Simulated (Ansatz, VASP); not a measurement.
# Rb in VASP and in Ansatz

```xyz
1
Lattice="-2.8176 2.8176 2.8176 2.8176 -2.8176 2.8176 2.8176 2.8176 -2.8176" Properties=species:S:1:pos:R:3 pbc="T T T"
Rb    0.0000    0.0000    0.0000
```

Alike in both runs: task single point; functional PBE; k mesh 10 × 10 × 10; occupations gaussian, width 0.1 eV; no spin polarisation.

```csv
,VASP,Ansatz
version,VASP 6.6.1,Ansatz 0.2.0
potentials or method,"VASP PAW PBE potentials, release 64 (Rb_sv), cutoff 520 eV","scalar-relativistic, all-electron LAPW"
```

```tsv
	VASP	Ansatz	Ansatz less VASP
gap on the k mesh at the Fermi level (eV)	none	none	-
pressure (GPa)	0.1	0.1	0.00
```

A gap of «none» marks a metal or a gap that the smearing closes. Ansatz ran all-electron here, and VASP with PAW potentials.
